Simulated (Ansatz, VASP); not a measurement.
AlGa3N4 in VASP and in Ansatz

```
Al Ga N
1.0
     5.14235    0.00000    0.00012
     0.00000    3.16498    0.00000
    -0.00359    0.00000    5.47849
Al Ga N
1 3 4
Direct
  0.00060 0.50000 0.66736
  0.49912 0.50000 0.33492
  0.49903 0.00000 0.83156
  0.01533 0.97487 0.16618
  0.11967 0.50000 0.34010
  0.11765 0.00000 0.82638
  0.62044 0.00000 0.16622
  0.63123 0.50000 0.66730
```

Alike in both runs: task single point; functional PBEsol; k mesh 6 × 8 × 6; occupations gaussian, width 0.05 eV; no spin polarisation.

|  | VASP | Ansatz |
| --- | --- | --- |
| version | VASP 6.6.1 | Ansatz 0.2.0 |
| potentials or method | VASP PAW PBE potentials, release 64 (Al, Ga_d, N), cutoff 520 eV | scalar-relativistic, plane waves, PAW |
| valence electrons in the cell | 62 | 62 |

|  | VASP | Ansatz | Ansatz less VASP |
| --- | --- | --- | --- |
| gap on the k mesh at the Fermi level (eV) | 2.34 | 2.33 | -0.017 |
| least direct gap on the mesh (eV) | 2.34 | 2.33 | -0.017 |
| pressure (GPa) | 0.2 | 0.4 | +0.16 |
| traceless stress, the component that is largest in VASP (GPa) | -1.47 | -1.50 | -0.031 |
| rms of the force components (eV/Å) | 0.451 | 0.456 | +0.0045 |

VASP's potentials were made for PBE, not for PBEsol. Atom by atom the forces differ by 0.007 eV/Å (rms over components).
